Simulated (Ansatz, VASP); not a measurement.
## One calculation of Al2RhI4, two programs

```
Al Rh I
1.0
     5.23486    0.00000    0.00000
    -2.61743    4.53352    0.00000
     0.00000    0.00000   10.25752
Al Rh I
2 1 4
Direct
  0.33333 0.66667 0.50000
  0.66667 0.33333 0.50000
  0.00000 0.00000 0.50000
  0.33333 0.66667 0.78503
  0.33333 0.66667 0.21497
  0.66667 0.33333 0.21497
  0.66667 0.33333 0.78503
```

Alike in both runs: functional PBE; k mesh 3 × 3 × 2; occupations gaussian, width 0.2 eV; collinear spin.

Ansatz relaxed the structure, and its values are those at the end. VASP's run is a single point on that final structure, the one shown.

```csv
,VASP,Ansatz
version,VASP 6.6.1,Ansatz 0.2.0
potentials or method,"VASP PAW PBE potentials, release 64 (Al, Rh_pv, I), cutoff 520 eV","scalar-relativistic, plane waves, PAW"
valence electrons in the cell,49,91
```

```tsv
	VASP	Ansatz	Ansatz less VASP
pressure (GPa)	-0.2	0.2	+0.36
rms of the force components (eV/Å)	0.012	0.001	-0.0109
net moment per atom (μB)	0.00	0.15	+0.148
size of the moment on the site where the two differ most (μB)	0.00	0.84	+0.838
```

The net moments are unlike, so the other rows may belong to different states. Site moments also hang on the region over which each program counts them. VASP's potentials hold 49 valence electrons a cell and Ansatz's 91, so a difference there can come from the potentials and not from the codes.

The k mesh is coarse, so the values compare programs but aren't converged. Neither program's run includes spin-orbit coupling.
